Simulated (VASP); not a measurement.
Sr2Be:

```xyz
6
Lattice="-3.5385 3.5385 2.9454 3.5385 -3.5385 2.9454 3.5385 3.5385 -2.9454" Properties=species:S:1:pos:R:3 pbc="T T T"
Sr    1.1818    4.7203    0.0000
Sr    2.3566    1.1818    0.0000
Sr    2.3566   -1.1818    2.9454
Sr    1.1818    2.3566    2.9454
Be    0.0000    0.0000    1.4727
Be    0.0000    0.0000    4.4181
```

| Quantity | Value |
| --- | --- |
| Program | VASP 6.6.1 |
| Task | relaxation of cell and atoms |
| Functional | PBE |
| Potentials or basis | VASP PAW PBE potentials, release 64 (Sr_sv, Be) |
| Cutoff | 600 eV |
| k mesh | 4 × 4 × 4 |
| Occupations | gaussian, width 0.1 eV |
| Spin | no spin polarisation |

At the start: pressure 12.7 GPa; volume 24.59 Å³/atom.

Task: Where does the relaxation end?

Result: Over 13 steps the energy falls by 397.5 meV/atom and the volume is 35.99 Å³/atom (+46.4 %); space group I4/mcm (No. 140, to 0.1 Å) before and after.

The path:
```
step  energy change (eV)  largest force (eV/Å)  pressure (GPa)  volume (Å³)
   1              0.0000                0.5429           12.71       147.52
   2             -1.9816                0.3444            2.52       193.20
   3             -2.1561                0.2718            0.38       211.84
   4             -2.1634                0.2577           -0.05       216.51
   5             -2.1631                0.2534           -0.19       218.08
   6             -2.2102                0.2406           -0.19       218.32
   7             -2.3239                0.2172           -0.24       218.70
   8             -2.2111                0.1355           -0.08       217.86
   9             -2.3431                0.2094           -0.25       218.68
  10             -2.3438                0.2065           -0.25       218.67
  11             -2.3669                0.1372            0.08       215.00
  12             -2.3742                0.0756            0.42       211.40
  13             -2.3848                0.0097           -0.02       215.94
```

Final structure:
```xyz
6
Lattice="-3.8741 3.8741 3.5970 3.8741 -3.8741 3.5970 3.8741 3.8741 -3.5970" Properties=species:S:1:pos:R:3 pbc="T T T"
Sr    1.4418    5.3159    0.0000
Sr    2.4323    1.4418    0.0000
Sr    2.4323   -1.4418    3.5970
Sr    1.4418    2.4323    3.5970
Be    3.8741    3.8741   -1.7985
Be    0.0000    0.0000    5.3955
```

Caveat: the volume moved by over 15 % at a fixed basis, so the end points are rough.
